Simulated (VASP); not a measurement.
**C: single point with PBE**

Crystal: C.

```xyz
2
Lattice="1.2351 0.7213 3.3470 -1.2209 0.6967 3.3470 -0.0142 -1.4180 3.3470" Properties=species:S:1:pos:R:3 pbc="T T T"
C     0.0023    0.0000    1.6732
C    -0.0023    0.0000    8.3679
```

| Item | Value |
| --- | --- |
| Program | VASP 6.6.1 |
| Task | single point |
| Functional | PBE |
| Potentials or basis | VASP PAW PBE potentials, release 64 (C) |
| Cutoff | 520 eV |
| k mesh | 13 × 13 × 13 |
| Occupations | fermi-dirac, width 0.05 eV |
| Spin | no spin polarisation |
| Dipole correction | no |
| Further INCAR settings | ALGO = Normal; EDIFF = 1e-07; NBANDS = 11 |

```json
{
  "Pressure": "5.1 GPa",
  "Largest force": "0.005 eV/Å",
  "Band gap on the k mesh": "0.59 eV, direct"
}
```

Forces in eV/Å, atoms in the order of the input:
```
C    0.004 -0.001 -0.002
C   -0.004  0.001  0.002
```

Stress tensor (GPa, compression positive):
```
 5.70 -8.80 -0.05
-8.80  5.82  0.00
-0.05  0.00  3.71
```

Levels at points of the mesh, in eV from the valence-band top:
| k point | band 1 | band 2 | band 3 | band 4 | band 5 | band 6 | band 7 | band 8 |
| --- | --- | --- | --- | --- | --- | --- | --- | --- |
| (0.00, 0.00, 0.00) | -19.54 | -6.41 | -2.90 | -2.67 | 4.47 | 8.50 | 8.78 | 11.69 |

Run time: 8.4 min on 1 thread of AMD EPYC 7R13 (shared host), peak memory 0.26 GiB.

A k mesh can miss the band edges.
